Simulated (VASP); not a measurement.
# TiN (Fm-3m) in VASP: settings compared

TiN is run at these levels: LDA, PBE; tasks: single point.

All numbers are computed with VASP 6.6.1; they aren't measurements. Logs are shortened: lines on timing, memory, paths and dates and some standing lists are left out, and cuts for length are marked.

### Step 1. The cell of the first run

The structure is cubic, space group Fm-3m (No. 225). Conventional cell: a = 4.244 Å, b = 4.244 Å, c = 4.244 Å, α = 90.00°, β = 90.00°, γ = 90.00°. Ti (site symmetry m-3m) has 6 N at 2.12 Å within 2.8 Å. Within 2.8 Å of N (site symmetry m-3m) lie 6 Ti at 2.12 Å.

### Step 2. Single point, LDA

INCAR

```
ALGO = Normal
EDIFF = 1E-6
ENCUT = 520
ISIF = 2
ISMEAR = -1
LASPH = T
LCHARG = F
LREAL = F
LWAVE = F
NBANDS = 16
NELM = 100
PREC = Accurate
SIGMA = 0.05
```

KPOINTS

```
k-points
0
Gamma
  13 13 13
```

POSCAR

```
TiN
1.0
    0.0000000000      2.1220000000      2.1220000000
    2.1220000000      0.0000000000      2.1220000000
    2.1220000000      2.1220000000      0.0000000000
Ti N
1 1
Direct
    0.0000000000      0.0000000000      0.0000000000
    0.5000000000      0.5000000000      0.5000000000
```

Potentials or basis: VASP PAW LDA potentials, release 64 (Ti_sv, N).

Run with:

```console
$ cat potpaw_LDA.64/Ti_sv/POTCAR potpaw_LDA.64/N/POTCAR > POTCAR
$ mpirun -np 1 vasp_std > vasp.out
```

OUTCAR:

```text
EDIFF = 1E-6
   ENCUT = 520
   ISIF = 2
   ISMEAR = -1
   LASPH = T
   LREAL = F
   NELM = 100
   PREC = Accurate

 ion  position               nearest neighbor table
   1  0.000  0.000  0.000-   2 2.12   2 2.12   2 2.12   2 2.12   2 2.12   2 2.12
   2  0.500  0.500  0.500-   1 2.12   1 2.12   1 2.12   1 2.12   1 2.12   1 2.12

  LATTYP: Found a face centered cubic cell.
 ALAT       =     4.2440000000

  Lattice vectors:

 A1 = (   0.0000000000,   2.1220000000,   2.1220000000)
 A2 = (   2.1220000000,   0.0000000000,   2.1220000000)
 A3 = (   2.1220000000,   2.1220000000,   0.0000000000)

Analysis of symmetry for initial positions (statically):
=====================================================================
 Subroutine PRICEL returns:
 Original cell was already a primitive cell.

 Routine SETGRP: Setting up the symmetry group for a
 face centered cubic supercell.

 Subroutine GETGRP returns: Found 48 space group operations
 (whereof 48 operations were pure point group operations)
 out of a pool of 48 trial point group operations.

The static configuration has the point symmetry O_h .

Analysis of symmetry for dynamics (positions and initial velocities):
=====================================================================
 Subroutine PRICEL returns:
 Original cell was already a primitive cell.

 Routine SETGRP: Setting up the symmetry group for a
 face centered cubic supercell.

 Subroutine GETGRP returns: Found 48 space group operations
 (whereof 48 operations were pure point group operations)
 out of a pool of 48 trial point group operations.

The dynamic configuration has the point symmetry O_h .

 Subroutine INISYM returns: Found 48 space group operations
 (whereof 48 operations are pure point group operations),
 and found     1 'primitive' translations

----------------------------------------------------------------------------------------

                                     Primitive cell

  volume of cell :      19.1102

  direct lattice vectors                    reciprocal lattice vectors
     0.000000000  2.122000000  2.122000000    -0.235626767  0.235626767  0.235626767
     2.122000000  0.000000000  2.122000000     0.235626767 -0.235626767  0.235626767
     2.122000000  2.122000000  0.000000000     0.235626767  0.235626767 -0.235626767

[... 73 lines left out ...]
 SYSTEM =  unknown system
   PREC   = accura    normal or accurate (medium, high low for compatibility)
   ISTART =      0    job   : 0-new  1-cont  2-samecut
   ICHARG =      2    charge: 1-file 2-atom 10-const
   ISPIN  =      1    spin polarized calculation?
   LNONCOLLINEAR =      F non collinear calculations
   LSORBIT =      F    spin-orbit coupling
   LASPH  =      T    aspherical Exc in radial PAW
   ENCUT  =  520.0 eV  38.22 Ry    6.18 a.u.   5.58  5.58  5.58*2*pi/ulx,y,z
   NELM   =    100;   NELMIN=  2; NELMDL= -5     # of ELM steps
   EDIFF  = 0.1E-05   stopping-criterion for ELM
   LREAL  =      F    real-space projection
   EDIFFG = 0.1E-04   stopping-criterion for IOM
   NSW    =      0    number of steps for IOM
   IBRION =     -1    ionic relax: 0-MD 1-quasi-New 2-CG
   NFREE  =      0    steps in history (QN), initial steepest desc. (CG)
   ISIF   =      2    stress and relaxation
   ISYM   =      2    0-nonsym 1-usesym 2-fastsym
   POTIM  = 0.5000    time-step for ionic-motion
   TEBEG  =    0.0;   TEEND  =   0.0 temperature during run
   PSTRESS=    0.0 pullay stress
   NELECT =      17.0000    total number of electrons
   NUPDOWN=      -1.0000    fix difference up-down
   EMIN   =  10.00;   EMAX   =-10.00  energy-range for DOS
   EFERMI =   0.00;   METHOD = LEGACY
   ISMEAR =    -1;   SIGMA  =   0.05  broadening in eV -4-tet -1-fermi 0-gaus
   EFERMI_NEDOS =   21; number of points for ismear=-14 and -15
   IALGO  =     38    algorithm
   IMIX   =      4    mixing-type and parameters
     AMIX     =   0.40;   BMIX     =  1.00
     AMIX_MAG =   1.60;   BMIX_MAG =  1.00
  volume/ion in A,a.u.               =       9.56        64.48
  Fermi-wavevector in a.u.,A,eV,Ry     =   1.574475  2.975326 33.728454  2.478971
  Thomas-Fermi vector in A             =   2.675604
   LORBIT       =      0    0 simple, 1 ext, 2 COOP (PROOUT), +10 PAW based schemes
   GGA     = CA    functional components
   LHFCALC =     F    Hartree Fock is set to
   AEXX    =    0.0000 exact exchange contribution
   IVDW    =     0    specifies the selected vdW correction
   LEPSILON=     F    determine dielectric tensor
   LRPA    =     F    only Hartree local field effects (RPA)
 non-spin polarized calculation
  energy-cutoff  :      520.00
  volume of cell :       19.11
 maximum number of plane-waves:       533
   NGX = 11   NGY = 11   NGZ = 11

 number of electron      17.0000002 magnetization

 Free energy of the ion-electron system (eV)
  ---------------------------------------------------
  ext. energy  EPLUGINS =         0.00000000
  ---------------------------------------------------
  free energy    TOTEN  =       -21.63763867 eV

  energy without entropy =      -21.63084843  energy(sigma->0) =      -21.63424355

 E-fermi :  11.1740     XC(G=0): -13.3632

 val. band max:       11.0830022022   @ k =  -0.0769   0.0769   0.0000
 cond. band min:      11.1808982619   @ k =  -0.1538   0.1538   0.0000
 fundamental gap:      0.0978960597
 Fermi energy:        11.1740332939

 k-point     1 :       0.0000    0.0000    0.0000
  band No.  band energies     occupation
      1     -45.9903      2.00000
      2     -22.3489      2.00000
      3     -22.3489      2.00000
      4     -22.3489      2.00000
      5      -5.6696      2.00000
      6       9.1563      2.00000
[... 433 lines left out ...]
      3     -22.4760      2.00000
      4     -22.4438      2.00000
      5      -3.5427      2.00000
      6       3.9177      2.00000
[... 8 lines left out ...]
     15      24.2304      0.00000
     16      25.4099      0.00000

 [... further k-points ...]
[... 5 lines left out ...]
  --------------------------------------------------------------------------------------
  -------------------------------------------------------------------------------------
  Total       -1.6585667     -1.6585667     -1.6585667     -0.0000000      0.0000000      0.0000000
  in kB     -139.0520479   -139.0520479   -139.0520479     -0.0000000      0.0000000      0.0000000
  external PRESSURE =    -139.0520479 kB  Pullay stress =       0.0000000 kB

 VOLUME and BASIS-vectors are now :
 -----------------------------------------------------------------------------
  energy-cutoff  :      520.00
  volume of cell :       19.11
      direct lattice vectors                 reciprocal lattice vectors
     0.000000000  2.122000000  2.122000000    -0.235626767  0.235626767  0.235626767
     2.122000000  0.000000000  2.122000000     0.235626767 -0.235626767  0.235626767
     2.122000000  2.122000000  0.000000000     0.235626767  0.235626767 -0.235626767

 POSITION                                       TOTAL-FORCE (eV/Angst)
 -----------------------------------------------------------------------------------
      0.00000      0.00000      0.00000         0.000000     -0.000000      0.000000
      2.12200      2.12200      2.12200        -0.000000      0.000000     -0.000000
 -----------------------------------------------------------------------------------
    total drift:                                0.000000     -0.000000     -0.000000

  FREE ENERGIE OF THE ION-ELECTRON SYSTEM (eV)
  ---------------------------------------------------
  free  energy   TOTEN  =       -21.6376386716 eV

  energy  without entropy=      -21.6308484278  energy(sigma->0) =      -21.63424355
```

OSZICAR:

```text
N       E                     dE             d eps       ncg     rms          rms(c)
DAV:   1     0.130505864247E+03    0.13051E+03   -0.82624E+03  2688   0.125E+03
DAV:   2    -0.191320387427E+02   -0.14964E+03   -0.14006E+03  2976   0.345E+02
DAV:   3    -0.265911549769E+02   -0.74591E+01   -0.73940E+01  3456   0.786E+01
DAV:   4    -0.267446302070E+02   -0.15348E+00   -0.15329E+00  3200   0.107E+01
DAV:   5    -0.267479628647E+02   -0.33327E-02   -0.33326E-02  3176   0.145E+00    0.178E+01
DAV:   6    -0.221420630253E+02    0.46059E+01   -0.13219E+01  3512   0.532E+01    0.706E+00
DAV:   7    -0.217007342875E+02    0.44133E+00   -0.17756E+00  3312   0.167E+01    0.479E+00
DAV:   8    -0.219401815579E+02   -0.23945E+00   -0.11685E+00  3568   0.155E+01    0.615E+00
DAV:   9    -0.216482173836E+02    0.29196E+00   -0.39877E-01  3032   0.959E+00    0.142E+00
DAV:  10    -0.216410008124E+02    0.72166E-02   -0.36739E-02  3168   0.210E+00    0.408E-01
DAV:  11    -0.216377969084E+02    0.32039E-02   -0.50565E-03  3520   0.752E-01    0.186E-01
DAV:  12    -0.216377103711E+02    0.86537E-04   -0.40472E-04  3136   0.182E-01    0.886E-02
DAV:  13    -0.216376461939E+02    0.64177E-04   -0.23668E-04  3152   0.239E-01    0.179E-02
DAV:  14    -0.216376393707E+02    0.68232E-05   -0.12176E-05  3144   0.428E-02    0.808E-03
DAV:  15    -0.216376386716E+02    0.69906E-06   -0.24455E-06  3192   0.153E-02
   1 F= -.21637639E+02 E0= -.21634244E+02  d E =-.679024E-02
```

It took 29 s on 1 thread of Intel Xeon 8259CL, shared host; peak memory 0.14 GiB.

What came out:

```
Free energy            : -21.6376 eV
Pressure               : -13.9 GPa
Band gap on the k mesh : zero (an odd number of electrons rules out a gap without spin polarisation)
```

Caveat: the cell stands under tension.

### Step 3. Single point, PBE, non-collinear spin, zero start, spin-orbit coupling

INCAR

```
SYSTEM = TiN
ALGO = Normal ; EDIFF = 1E-6
ENCUT = 520 ; GGA = PE
GGA_COMPAT = .FALSE. ; ISIF = 2
ISMEAR = -1 ; LASPH = .TRUE.
LCHARG = .FALSE. ; LMAXMIX = 4
LNONCOLLINEAR = .TRUE. ; LORBIT = 11
LORBMOM = .TRUE. ; LREAL = .FALSE.
LSORBIT = .TRUE. ; LWAVE = .FALSE.
MAGMOM = 0 0 0 0 0 0 ; NBANDS = 29
NELM = 150 ; PREC = Accurate
SIGMA = 0.05
```

KPOINTS

```
k-points
0
G
  13 13 13
  0 0 0
```

POSCAR is that of step 2.

Potentials or basis: VASP PAW PBE potentials, release 64 (Ti_sv, N).

Run with:

```console
$ cat potpaw_PBE.64/Ti_sv/POTCAR potpaw_PBE.64/N/POTCAR > POTCAR
$ mpirun -np 1 vasp_ncl > vasp.out
```

It took 2.9 min on 1 thread of Intel Xeon 8259CL, shared host; peak memory 0.24 GiB.

The run converged. Its results:

| Quantity | Value |
| --- | --- |
| Free energy | -19.6469 eV |
| Pressure | 1.1 GPa |
| Net moment | 0.00 μB per cell |
| Valence electrons inside the program's atomic spheres | Ti 10.38; N 3.75 |

Moments on the atoms (μB; x, y, z):
```
Ti  0.00 0.00 0.00
N   0.00 0.00 0.00
```
